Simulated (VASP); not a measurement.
Here is a VASP 6.6.1 calculation.

File INCAR:

```
SYSTEM = Mg
ALGO     = Normal         ! electronic algorithm
EDIFF    = 1E-6           ! SCF threshold, eV
ENCUT    = 600            ! plane-wave cutoff, eV
GGA      = PE             ! functional
GGA_COMPAT= .FALSE.      
ISIF     = 2              ! what is computed and relaxed
ISMEAR   = 0              ! smearing method
LASPH    = .TRUE.         ! aspherical terms in the spheres
LCHARG   = .FALSE.        ! write CHGCAR
LREAL    = .FALSE.        ! projectors in reciprocal space
LWAVE    = .FALSE.        ! write WAVECAR
NBANDS   = 7              ! bands
NELM     = 120            ! most SCF steps
PREC     = Accurate       ! precision mode
SIGMA    = 0.1            ! smearing width, eV
```

File KPOINTS:

```
k-points
0
G
  15 15 14
  0 0 0
```

POSCAR

```
Mg
1.0
    3.0108594241      0.0000000000      0.0000000000
   -1.5054297121      2.6074807485      0.0000000000
    0.0000000000      0.0000000000      2.9141226931
Mg
1
Direct
    0.0000000000      0.0000000000      0.0000000000
```

Potentials or basis: VASP PAW PBE potentials, release 64 (Mg).

Launch:

```bash
$ cat potpaw_PBE.64/Mg/POTCAR > POTCAR
$ mpirun -np 1 vasp_std > vasp.out
```

Problem. What does it give for the band gap on the k mesh?

Solution. Zero (bands 1 and 2 overlap by 5.78 eV).

Problem. What does it give for the pressure?

Solution. 3.6 GPa.

Stress tensor (GPa, compression positive):
```
3.00 0.00 0.00
0.00 3.00 0.00
0.00 0.00 4.71
```

Caveat: the cell differs from its parent crystal (strained); the cell stands under pressure.
